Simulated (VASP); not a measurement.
# InAs (F-43m) in VASP: single point with r2SCAN

Aim: the single point of InAs with r2SCAN.

All numbers are computed with VASP 6.6.1; they aren't measurements. Logs are shortened: lines on timing, memory, paths and dates and some standing lists are left out, and cuts for length are marked.

## Step 1: The cell of the first run

The structure is cubic, space group F-43m (No. 216). The conventional cell has a = 5.939 Å, b = 5.939 Å, c = 5.939 Å, α = 90.00°, β = 90.00°, γ = 90.00°. In (site symmetry -43m) has 4 As at 2.57 Å within 3.4 Å. As (site symmetry -43m) has 4 In at 2.57 Å within 3.4 Å.

## Step 2: Single point, r2SCAN (strain -2.8%)

File POSCAR:

```
InAs
1.0
    0.0000000000      2.9696739469      2.9696739469
    2.9696739469      0.0000000000      2.9696739469
    2.9696739469      2.9696739469      0.0000000000
In As
1 1
Direct
    0.0000000000      0.0000000000      0.0000000000
    0.2500000000      0.2500000000      0.2500000000
```

File INCAR.step1:

```
SYSTEM = InAs
ALGO     = Normal         ! electronic algorithm
EDIFF    = 1E-5           ! SCF threshold, eV
ENCUT    = 560            ! plane-wave cutoff, eV
GGA      = PE             ! functional
GGA_COMPAT= .FALSE.      
ISMEAR   = -1             ! smearing method
LASPH    = .TRUE.         ! aspherical terms in the spheres
LCHARG   = .FALSE.        ! write CHGCAR
LREAL    = .FALSE.        ! projectors in reciprocal space
LWAVE    = .TRUE.         ! write WAVECAR
NBANDS   = 21             ! bands
NELM     = 120            ! most SCF steps
PREC     = Accurate       ! precision mode
SIGMA    = 0.02           ! smearing width, eV
```

File INCAR.step2:

```
SYSTEM = InAs
ALGO     = Normal         ! electronic algorithm
EDIFF    = 1E-6           ! SCF threshold, eV
ENCUT    = 560            ! plane-wave cutoff, eV
GGA_COMPAT= .FALSE.      
ISIF     = 2              ! what is computed and relaxed
ISMEAR   = -1             ! smearing method
ISTART   = 1            
LASPH    = .TRUE.         ! aspherical terms in the spheres
LCHARG   = .TRUE.         ! write CHGCAR
LELF     = .TRUE.         ! ELF
LMIXTAU  = .TRUE.       
LREAL    = .FALSE.        ! projectors in reciprocal space
LVHAR    = .TRUE.       
LWAVE    = .FALSE.        ! write WAVECAR
METAGGA  = R2SCAN         ! meta-GGA
NBANDS   = 21             ! bands
NELM     = 120            ! most SCF steps
PREC     = Accurate       ! precision mode
SIGMA    = 0.02           ! smearing width, eV
```

File KPOINTS:

```
k-points
0
G
  8 8 8
  0 0 0
```

Potentials or basis: VASP PAW PBE potentials, release 64 (In_d, As_d).

Run with:

```sh
$ cat potpaw_PBE.64/In_d/POTCAR potpaw_PBE.64/As_d/POTCAR > POTCAR
$ cp INCAR.step1 INCAR
$ mpirun -np 1 vasp_std > vasp.out
$ cp INCAR.step2 INCAR
$ mpirun -np 1 vasp_std > vasp.out
```

OUTCAR:

```text
SYSTEM = InAs
   EDIFF = 1E-6
   ENCUT = 560
   ISIF = 2
   ISMEAR = -1
   ISTART = 1
   LASPH = .TRUE.
   LREAL = .FALSE.
   METAGGA = R2SCAN
   NELM = 120
   PREC = Accurate

 ion  position               nearest neighbor table
   1  0.000  0.000  0.000-   2 2.57   2 2.57   2 2.57   2 2.57
   2  0.250  0.250  0.250-   1 2.57   1 2.57   1 2.57   1 2.57

  LATTYP: Found a face centered cubic cell.
 ALAT       =     5.9393478938

  Lattice vectors:

 A1 = (   0.0000000000,   2.9696739469,   2.9696739469)
 A2 = (   2.9696739469,   0.0000000000,   2.9696739469)
 A3 = (   2.9696739469,   2.9696739469,   0.0000000000)

Analysis of symmetry for initial positions (statically):
=====================================================================
 Subroutine PRICEL returns:
 Original cell was already a primitive cell.

 Routine SETGRP: Setting up the symmetry group for a
 face centered cubic supercell.

 Subroutine GETGRP returns: Found 24 space group operations
 (whereof 24 operations were pure point group operations)
 out of a pool of 48 trial point group operations.

The static configuration has the point symmetry T_d .

Analysis of symmetry for dynamics (positions and initial velocities):
=====================================================================
 Subroutine PRICEL returns:
 Original cell was already a primitive cell.

 Routine SETGRP: Setting up the symmetry group for a
 face centered cubic supercell.

 Subroutine GETGRP returns: Found 24 space group operations
 (whereof 24 operations were pure point group operations)
 out of a pool of 48 trial point group operations.

The dynamic configuration has the point symmetry T_d .

 Subroutine INISYM returns: Found 24 space group operations
 (whereof 24 operations are pure point group operations),
 and found     1 'primitive' translations

----------------------------------------------------------------------------------------

                                     Primitive cell

  volume of cell :      52.3789

  direct lattice vectors                    reciprocal lattice vectors
     0.000000000  2.969673947  2.969673947    -0.168368652  0.168368652  0.168368652
     2.969673947  0.000000000  2.969673947     0.168368652 -0.168368652  0.168368652
     2.969673947  2.969673947  0.000000000     0.168368652  0.168368652 -0.168368652

  length of vectors
     4.199753172  4.199753172  4.199753172     0.291623060  0.291623060  0.291623060

  position of ions in fractional coordinates (direct lattice)
     0.000000000  0.000000000  0.000000000
     0.250000000  0.250000000  0.250000000

  ion indices of the primitive-cell ions
   primitive index   ion index
                 1           1
                 2           2

----------------------------------------------------------------------------------------

 KPOINTS: k-points

Automatic generation of k-mesh.
 Grid dimensions read from file:
 generate k-points for:    8    8    8

 Generating k-lattice:

  Cartesian coordinates                     Fractional coordinates (reciprocal lattice)
    -0.021046082  0.021046082  0.021046082     0.125000000  0.000000000  0.000000000
     0.021046082 -0.021046082  0.021046082     0.000000000  0.125000000  0.000000000
     0.021046082  0.021046082 -0.021046082     0.000000000  0.000000000  0.125000000

  Length of vectors
     0.036452883  0.036452883  0.036452883

  Shift w.r.t. Gamma in fractional coordinates (k-lattice)
     0.000000000  0.000000000  0.000000000

 Subroutine IBZKPT returns following result:
 ===========================================

 Found     29 irreducible k-points:

 Following reciprocal coordinates:
            Coordinates               Weight
  0.000000  0.000000  0.000000      1.000000
  0.125000  0.000000  0.000000      8.000000
  0.250000  0.000000  0.000000      8.000000
  0.375000  0.000000  0.000000      8.000000
  0.500000  0.000000  0.000000      4.000000
  0.125000  0.125000  0.000000      6.000000
[... 16 lines left out ...]
  0.500000  0.250000  0.125000     48.000000
 -0.375000  0.250000  0.125000     24.000000
 [... further k-points ...]
   k-points           NKPTS =     29   k-points in BZ     NKDIM =     29   number of bands    NBANDS=     21
   number of dos      NEDOS =    301   number of ions     NIONS =      2
   total plane-waves  NPLWV =  32768
   dimension x,y,z NGX =    32 NGY =   32 NGZ =   32
   dimension x,y,z NGXF=    64 NGYF=   64 NGZF=   64
   ions per type =               1   1
   NGX,Y,Z   is equivalent  to a cutoff of  12.67, 12.67, 12.67 a.u.
   NGXF,Y,Z  is equivalent  to a cutoff of  25.33, 25.33, 25.33 a.u.
 SYSTEM =  InAs
   PREC   = accura    normal or accurate (medium, high low for compatibility)
   ISTART =      1    job   : 0-new  1-cont  2-samecut
   ICHARG =      0    charge: 1-file 2-atom 10-const
   ISPIN  =      1    spin polarized calculation?
   LNONCOLLINEAR =      F non collinear calculations
   LSORBIT =      F    spin-orbit coupling
   LASPH  =      T    aspherical Exc in radial PAW
   ENCUT  =  560.0 eV  41.16 Ry    6.42 a.u.   8.10  8.10  8.10*2*pi/ulx,y,z
   NELM   =    120;   NELMIN=  2; NELMDL=  0     # of ELM steps
   EDIFF  = 0.1E-05   stopping-criterion for ELM
   LREAL  =      F    real-space projection
   EDIFFG = 0.1E-04   stopping-criterion for IOM
   NSW    =      0    number of steps for IOM
   IBRION =     -1    ionic relax: 0-MD 1-quasi-New 2-CG
   NFREE  =      0    steps in history (QN), initial steepest desc. (CG)
   ISIF   =      2    stress and relaxation
   ISYM   =      2    0-nonsym 1-usesym 2-fastsym
   POTIM  = 0.5000    time-step for ionic-motion
   TEBEG  =    0.0;   TEEND  =   0.0 temperature during run
   PSTRESS=    0.0 pullay stress
   NELECT =      28.0000    total number of electrons
   NUPDOWN=      -1.0000    fix difference up-down
   EMIN   =  10.00;   EMAX   =-10.00  energy-range for DOS
   EFERMI =   0.00;   METHOD = LEGACY
   ISMEAR =    -1;   SIGMA  =   0.02  broadening in eV -4-tet -1-fermi 0-gaus
   EFERMI_NEDOS =   21; number of points for ismear=-14 and -15
   IALGO  =     38    algorithm
   IMIX   =      4    mixing-type and parameters
     AMIX     =   0.40;   BMIX     =  1.00
     AMIX_MAG =   1.60;   BMIX_MAG =  1.00
  volume/ion in A,a.u.               =      26.19       176.74
  Fermi-wavevector in a.u.,A,eV,Ry     =   1.328644  2.510774 24.018307  1.765296
  Thomas-Fermi vector in A             =   2.457866
   LORBIT       =      0    0 simple, 1 ext, 2 COOP (PROOUT), +10 PAW based schemes
   METAGGA = R2SCAN    functional components
   LHFCALC =     F    Hartree Fock is set to
   AEXX    =    0.0000 exact exchange contribution
   IVDW    =     0    specifies the selected vdW correction
   LEPSILON=     F    determine dielectric tensor
   LRPA    =     F    only Hartree local field effects (RPA)
 non-spin polarized calculation
  energy-cutoff  :      560.00
  volume of cell :       52.38
 maximum number of plane-waves:      1604
   NGX = 17   NGY = 17   NGZ = 17

 number of electron      28.0000001 magnetization

 Free energy of the ion-electron system (eV)
  ---------------------------------------------------
  ext. energy  EPLUGINS =         0.00000000
  ---------------------------------------------------
  free energy    TOTEN  =       -38.00765847 eV

  energy without entropy =      -38.00765847  energy(sigma->0) =      -38.00765847

 E-fermi :   4.4355     XC(G=0): -10.3728

 val. band max:        4.1537200766   @ k =   0.0000   0.0000   0.0000
 cond. band min:       4.6955414807   @ k =   0.0000   0.0000   0.0000
 fundamental gap:      0.5418214041
 Fermi energy:         4.4355075590

 k-point     1 :       0.0000    0.0000    0.0000
  band No.  band energies     occupation
      1     -31.5976      2.00000
      2     -31.5976      2.00000
      3     -31.5976      2.00000
      4     -31.5851      2.00000
      5     -31.5851      2.00000
      6     -10.8137      2.00000
[... 13 lines left out ...]
     20      14.5300      0.00000
     21      14.5300      0.00000

 k-point     2 :       0.1250    0.0000    0.0000
  band No.  band energies     occupation
      1     -31.5976      2.00000
      2     -31.5975      2.00000
      3     -31.5975      2.00000
      4     -31.5850      2.00000
      5     -31.5850      2.00000
      6     -10.8428      2.00000
[... 13 lines left out ...]
     20      13.5622      0.00000
     21      13.5622      0.00000

 k-point     3 :       0.2500    0.0000    0.0000
  band No.  band energies     occupation
      1     -31.5976      2.00000
      2     -31.5974      2.00000
      3     -31.5974      2.00000
      4     -31.5850      2.00000
      5     -31.5850      2.00000
      6     -10.9061      2.00000
[... 13 lines left out ...]
     20      13.3181      0.00000
     21      13.3181      0.00000

 k-point     4 :       0.3750    0.0000    0.0000
  band No.  band energies     occupation
      1     -31.5976      2.00000
      2     -31.5973      2.00000
      3     -31.5973      2.00000
      4     -31.5849      2.00000
      5     -31.5849      2.00000
      6     -10.9620      2.00000
[... 13 lines left out ...]
     20      14.3985      0.00000
     21      14.3985      0.00000

 k-point     5 :       0.5000    0.0000    0.0000
  band No.  band energies     occupation
      1     -31.5976      2.00000
      2     -31.5972      2.00000
      3     -31.5972      2.00000
      4     -31.5848      2.00000
      5     -31.5848      2.00000
      6     -10.9835      2.00000
[... 13 lines left out ...]
     20      15.7997      0.00000
     21      15.7997      0.00000

 k-point     6 :       0.1250    0.1250    0.0000
  band No.  band energies     occupation
      1     -31.5977      2.00000
      2     -31.5975      2.00000
      3     -31.5975      2.00000
      4     -31.5851      2.00000
      5     -31.5850      2.00000
      6     -10.8597      2.00000
[... 13 lines left out ...]
     20      13.7468      0.00000
     21      14.7083      0.00000

 k-point     7 :       0.2500    0.1250    0.0000
  band No.  band energies     occupation
      1     -31.5977      2.00000
      2     -31.5974      2.00000
      3     -31.5973      2.00000
      4     -31.5851      2.00000
      5     -31.5848      2.00000
      6     -10.9102      2.00000
[... 13 lines left out ...]
     20      14.4140      0.00000
     21      14.5518      0.00000
[... 291 lines left out ...]
      1     -31.5979      2.00000
      2     -31.5971      2.00000
      3     -31.5969      2.00000
      4     -31.5851      2.00000
      5     -31.5845      2.00000
      6     -11.0310      2.00000
[... 13 lines left out ...]
     20      14.9018      0.00000
     21      18.1451      0.00000

 k-point    21 :       0.5000    0.5000    0.0000
  band No.  band energies     occupation
      1     -31.5982      2.00000
      2     -31.5968      2.00000
      3     -31.5968      2.00000
      4     -31.5852      2.00000
      5     -31.5843      2.00000
      6     -11.0552      2.00000
[... 13 lines left out ...]
     20      16.4471      0.00000
     21      17.3619      0.00000

 k-point    22 :       0.3750    0.2500    0.1250
  band No.  band energies     occupation
      1     -31.5978      2.00000
      2     -31.5972      2.00000
      3     -31.5972      2.00000
      4     -31.5851      2.00000
      5     -31.5847      2.00000
      6     -10.9554      2.00000
[... 13 lines left out ...]
     20      15.1194      0.00000
     21      15.9186      0.00000

 k-point    23 :       0.5000    0.2500    0.1250
  band No.  band energies     occupation
      1     -31.5977      2.00000
      2     -31.5973      2.00000
      3     -31.5971      2.00000
      4     -31.5850      2.00000
      5     -31.5847      2.00000
      6     -10.9911      2.00000
[... 13 lines left out ...]
     20      15.3587      0.00000
     21      16.1556      0.00000

 k-point    24 :      -0.3750    0.2500    0.1250
  band No.  band energies     occupation
      1     -31.5976      2.00000
      2     -31.5974      2.00000
      3     -31.5971      2.00000
      4     -31.5849      2.00000
      5     -31.5847      2.00000
      6     -11.0044      2.00000
[... 13 lines left out ...]
     20      15.3393      0.00000
     21      16.2450      0.00000

 [... further k-points ...]

------------------------ aborting loop because EDIFF is reached ----------------------------------------

  FORCE on cell =-STRESS in cart. coord.  units (eV):
  Direction    XX          YY          ZZ          XY          YZ          ZX
  --------------------------------------------------------------------------------------
  -------------------------------------------------------------------------------------
  Total        1.9337940      1.9337940      1.9337940     -0.0000000     -0.0000000     -0.0000000
  in kB       59.1513254     59.1513254     59.1513254     -0.0000000     -0.0000000     -0.0000000
  external PRESSURE =      59.1513254 kB  Pullay stress =       0.0000000 kB

 VOLUME and BASIS-vectors are now :
 -----------------------------------------------------------------------------
  energy-cutoff  :      560.00
  volume of cell :       52.38
      direct lattice vectors                 reciprocal lattice vectors
     0.000000000  2.969673947  2.969673947    -0.168368652  0.168368652  0.168368652
     2.969673947  0.000000000  2.969673947     0.168368652 -0.168368652  0.168368652
     2.969673947  2.969673947  0.000000000     0.168368652  0.168368652 -0.168368652

 POSITION                                       TOTAL-FORCE (eV/Angst)
 -----------------------------------------------------------------------------------
      0.00000      0.00000      0.00000        -0.000000     -0.000000      0.000000
      1.48484      1.48484      1.48484         0.000000      0.000000     -0.000000
 -----------------------------------------------------------------------------------
    total drift:                                0.000000      0.000000      0.000000

  FREE ENERGIE OF THE ION-ELECTRON SYSTEM (eV)
  ---------------------------------------------------
  free  energy   TOTEN  =       -38.0076584749 eV

  energy  without entropy=      -38.0076584698  energy(sigma->0) =      -38.00765847
```

It took 70 s on 1 thread of Intel Xeon Platinum 8375C at 2.90GHz (Ice Lake), shared host; peak memory 0.2 GiB.

Results:

```
Free energy            : -38.0077 eV
Pressure               : 5.9 GPa
Band gap on the k mesh : 0.54 eV
```

Caveat: the cell differs from its parent crystal (strain -2.8%); the cell stands under pressure; semilocal functionals underestimate gaps, and a narrow one can read as zero; the PAW data sets were made with another functional, which shifts forces and pressure a little; spin-orbit coupling is left out, which moves the levels of the heavy elements.
